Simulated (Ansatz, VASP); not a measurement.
# Two plane-wave programs on Zn

```
Zn
1.0
     2.59749    0.00000    0.00000
    -1.29874    2.24949    0.00000
     0.00000    0.00000    4.61657
Zn
2
Direct
  0.33333 0.66667 0.25000
  0.66667 0.33333 0.75000
```

Alike in both runs: functional LDA; k mesh 9 × 9 × 4; occupations gaussian, width 0.1 eV; no spin polarisation.

Ansatz relaxed the structure, and its values are those at the end. VASP's run is a single point on that final structure, the one shown.

|  | VASP | Ansatz |
| --- | --- | --- |
| version | VASP 6.6.1 | Ansatz 0.2.0 |
| potentials or method | VASP PAW LDA potentials, release 64 (Zn), cutoff 520 eV | scalar-relativistic, plane waves, PAW |
| valence electrons in the cell | 24 | 24 |

```tsv
	VASP	Ansatz	Ansatz less VASP
gap on the k mesh at the Fermi level (eV)	none	none	-
pressure (GPa)	0.4	-0.4	-0.73
```

LDA's correlation is that of Perdew and Zunger in VASP and of Perdew and Wang (1992) in Ansatz. A gap of «none» marks a metal or a gap that the smearing closes.
